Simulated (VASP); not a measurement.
A run of VASP 6.6.1:

Contents of POSCAR:

```
GaP
1.0
    0.0000000000      2.7252500000      2.9637093750
    2.7252500000      0.0000000000      2.9637093750
    2.7252500000      2.7252500000      0.0000000000
Ga P
1 1
Direct
    0.0000000000      0.0000000000      0.0000000000
    0.7500000000      0.7500000000      0.7500000000
```

Contents of INCAR.step1:

```
SYSTEM = GaP
PREC = Accurate ; ENCUT = 520
ISMEAR = 0 ; SIGMA = 0.05
LREAL = .FALSE. ; LASPH = .TRUE.
NELM = 60 ; NBANDS = 16
GGA = PE ; ALGO = Normal
EDIFF = 1E-4 ; LWAVE = .TRUE.
LCHARG = .FALSE.
```

The input INCAR.step2:

```
SYSTEM = GaP
PREC = Accurate ; ENCUT = 520
EDIFF = 1E-7 ; ISMEAR = 0
SIGMA = 0.05 ; LREAL = .FALSE.
LASPH = .TRUE. ; NELM = 60
ALGO = Normal ; ISIF = 2
LWAVE = .FALSE. ; LCHARG = .TRUE.
METAGGA = R2SCAN ; LMIXTAU = .TRUE.
LELF = .TRUE. ; LVHAR = .TRUE.
NBANDS = 16 ; ISTART = 1
```

Contents of KPOINTS:

```
Automatic mesh
0
G
  8 8 8
  0 0 0
```

Potentials or basis: VASP PAW PBE potentials, release 64 (Ga_d, P).

Launch:

```bash
$ cat potpaw_PBE.64/Ga_d/POTCAR potpaw_PBE.64/P/POTCAR > POTCAR
$ cp INCAR.step1 INCAR
$ mpirun -np 1 vasp_std > vasp.out
$ cp INCAR.step2 INCAR
$ mpirun -np 1 vasp_std > vasp.out
```

Hardware: 1 thread of Intel(R) Xeon(R) Platinum 8375C CPU @ 2.90GHz (Ice Lake), with other jobs on the host.

How long does it take, and how much memory?

Run time: 2.7 min on 1 thread of Intel(R) Xeon(R) Platinum 8375C CPU @ 2.90GHz (Ice Lake) (shared host), peak memory 0.19 GiB. Counts: k points 59.
